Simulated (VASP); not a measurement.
## Hg: single point with PBEsol

Crystal: Hg.

```
Hg
1.0
     1.84067    1.06271    2.28001
    -1.84067    1.06271    2.28001
     0.00000   -2.12542    2.28001
Hg
1
Cartesian
  0.0000 0.0000 0.0000
```

This cell differs from its parent crystal: volume scaled by 1.12.

```yaml
Program: VASP 6.6.1
Task: single point
Functional: PBEsol
Potentials_or_basis: VASP PAW PBE potentials, release 64 (Hg)
Cutoff: 520 eV
k_mesh: 18 × 18 × 18
Occupations: fermi-dirac, width 0.1 eV
Spin: no spin polarisation
```

The pressure is -2.8 GPa and the band gap on the k mesh is zero (band 6 reaches 2.76 eV, above the bottom of band 7 at 0.15 eV).

Stress tensor (GPa, compression positive):
```
-2.38  0.00  0.00
 0.00 -2.38  0.00
 0.00  0.00 -3.63
```

Levels at points of the mesh, in eV from the Fermi level:
```tsv
k point	band 3	band 4	band 5	band 6	band 7	band 8	band 9	band 10
(0.00, 0.00, 0.00)	-7.26	-6.07	-5.99	-5.99	11.36	11.36	11.46	15.26
(0.50, 0.00, 0.00)	-6.13	-6.08	-5.82	-2.47	-1.50	11.73	11.74	16.03
(0.50, 0.50, 0.00)	-6.00	-5.87	-5.37	0.24	0.24	4.22	8.95	9.95
(0.50, 0.50, 0.50)	-6.88	-5.43	-5.43	0.44	1.17	8.13	8.13	10.56
```

It took 3.6 min on 1 thread of Oxide Virtual Turin-like Processor, with other jobs on the host, peak memory 0.25 GiB.

Caveat: the PAW data sets were made with another functional, which shifts forces and pressure a little; spin-orbit coupling is left out, which moves the levels of the heavy elements.
